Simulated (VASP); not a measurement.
A run of VASP 6.6.1 is set up as follows.

File POSCAR:

```
Si
1.0
    0.0000000000      2.7154700000      2.7154700000
    2.7154700000      0.0000000000      2.7154700000
    2.7154700000      2.7154700000      0.0000000000
Si
2
Direct
    0.4171414157      0.5000000000      0.5000000000
    0.7500000000      0.7500000000      0.7500000000
```

File INCAR.step1:

```
  PREC = Accurate
  ENCUT = 520
  ISMEAR = 0
  SIGMA = 0.05
  LREAL = False
  LASPH = True
  NELM = 60
  NBANDS = 11
  GGA = PE
  ALGO = Normal
  EDIFF = 1E-4
  LWAVE = True
  LCHARG = False
```

The input INCAR.step2:

```
  PREC = Accurate
  ENCUT = 520
  EDIFF = 1E-6
  ISMEAR = 0
  SIGMA = 0.05
  LREAL = False
  LASPH = True
  NELM = 60
  ALGO = Normal
  ISIF = 2
  LWAVE = False
  LCHARG = True
  METAGGA = R2SCAN
  LMIXTAU = True
  LELF = True
  LVHAR = True
  NBANDS = 11
  ISTART = 1
```

File KPOINTS:

```
Automatic mesh
0
Gamma
  10 10 10
```

Potentials or basis: VASP PAW PBE potentials, release 64 (Si).

Launch:

```sh
$ cat potpaw_PBE.64/Si/POTCAR > POTCAR
$ cp INCAR.step1 INCAR
$ mpirun -np 1 vasp_std > vasp.out
$ cp INCAR.step2 INCAR
$ mpirun -np 1 vasp_std > vasp.out
```

Task: What does it give for the pressure?

Result: 4.2 GPa.

Task: What does it give for the largest force?

Result: 4.714 eV/Å.

Task: Predict the band gap on the k mesh.

Result: Zero (bands 4 and 5 overlap by 1.38 eV).

Stress tensor (GPa, compression positive):
```
 6.80 -9.85 -9.85
-9.85  2.87  4.47
-9.85  4.47  2.87
```

Caveat: the cell differs from its parent crystal (atom 1 (Si) moved by (-0.225, -0.225) A along y and z); the cell stands under pressure; the PAW data sets were made with another functional, which shifts forces and pressure a little.
